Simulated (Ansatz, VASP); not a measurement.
## C in VASP and in Ansatz

The input INCAR:

```
  PREC = Accurate
  ENCUT = 520
  EDIFF = 1E-6
  ISMEAR = 0
  SIGMA = 0.15
  LREAL = False
  LASPH = True
  NELM = 100
  ALGO = Fast
  ISIF = 2
  LWAVE = False
  LCHARG = True
  GGA = PE
  IVDW = 12
  LELF = True
  LVHAR = True
  NBANDS = 11
```

KPOINTS

```
regular mesh
0
Gamma
  30 30 18
```

Contents of POSCAR:

```
C
1.0
    2.4647381352      0.0000000000      0.0000000000
   -1.2323690676      2.1345258387     -0.0426905168
    0.0000000000     -0.0713485268      3.5674263381
C
2
Direct
    0.3333333333      0.6666666667      0.0000000000
    0.6666666667      0.3333333333      0.0000000000
```

Input for Ansatz:

```yaml
crystal:
  lattice:
    - [2.4647381352, 0.0, 0.0]
    - [-1.2323690676, 2.1345258387, -0.0426905168]
    - [0.0, -0.0713485268, 3.5674263381]
  atoms:
    - { symbol: C, position: [0.3333333333, 0.6666666667, 0.0] }
    - { symbol: C, position: [0.6666666667, 0.3333333333, 0.0] }
basis:
  ecutwfc: 420
kpoints:
  mp_grid: { grid: [30, 30, 18] }
hamiltonian:
  xc: pbe
  dispersion: d3bj
scf:
  occupations: { method: gaussian, width: 0.15 }
output:
  forces: true
  stress: true
  eigenvalues: true
```

Change from the starting cell: strain -0.0400 x Voigt [0, 0, 0, 1, 0, 0], atoms carried along.

Alike in both runs: task single point; functional PBE; dispersion D3(BJ); k mesh 30 × 30 × 18; occupations gaussian, width 0.15 eV; no spin polarisation.

|  | VASP | Ansatz |
| --- | --- | --- |
| version | VASP 6.6.1 | Ansatz 0.2.0 |
| potentials or method | VASP PAW PBE potentials, release 64 (C), cutoff 520 eV | scalar-relativistic, plane waves, PAW |
| valence electrons in the cell | 8 | 8 |

|  | VASP | Ansatz | Ansatz less VASP |
| --- | --- | --- | --- |
| gap on the k mesh at the Fermi level (eV) | none | none | - |
| pressure (GPa) | 0.3 | -0.1 | -0.42 |
| traceless stress, the component that is largest in VASP (GPa) | -0.37 | 0.14 | +0.507 |

A gap of «none» marks a metal or a gap that the smearing closes.
